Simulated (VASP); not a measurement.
A run of VASP 6.6.1 is set up as follows.

File INCAR:

```
SYSTEM = MgCd2S3
PREC     = Accurate       ! precision mode
ENCUT    = 520            ! plane-wave cutoff, eV
EDIFF    = 1E-6           ! SCF threshold, eV
ISMEAR   = 0              ! smearing method
SIGMA    = 0.1            ! smearing width, eV
LREAL    = .FALSE.        ! projectors in reciprocal space
LASPH    = .TRUE.         ! aspherical terms in the spheres
NELM     = 100            ! most SCF steps
ALGO     = Normal         ! electronic algorithm
ISIF     = 2              ! what is computed and relaxed
LWAVE    = .FALSE.        ! write WAVECAR
LCHARG   = .TRUE.         ! write CHGCAR
GGA      = PE             ! functional
LELF     = .TRUE.         ! ELF
LVHAR    = .TRUE.       
NBANDS   = 31             ! bands
```

The input KPOINTS:

```
Automatic mesh
0
G
  6 6 6
  0 0 0
```

POSCAR

```
MgCd2S3
1.0
   -2.0692688738      2.0692688738      8.7417948938
    2.0692688738     -2.0692688738      8.7417948938
    2.0692688738      2.0692688738     -8.7417948938
Mg Cd S
1 2 3
Direct
    0.0000000000      0.0000000000      0.0000000000
    0.3361530078      0.3361530078      0.0000000000
    0.6638469922      0.6638469922      0.0000000000
    0.2500000000      0.7500000000      0.5000000000
    0.5774675299      0.0774675299      0.5000000000
    0.9225324701      0.4225324701      0.5000000000
```

Potentials or basis: VASP PAW PBE potentials, release 64 (Mg, Cd, S).

Run with:

```console
$ cat potpaw_PBE.64/Mg/POTCAR potpaw_PBE.64/Cd/POTCAR potpaw_PBE.64/S/POTCAR > POTCAR
$ mpirun -np 1 vasp_std > vasp.out
```

(1) Predict the pressure.

(2) Estimate the band gap on the k mesh.

Results:

(1) 0.3 GPa.

(2) 1.66 eV, direct.
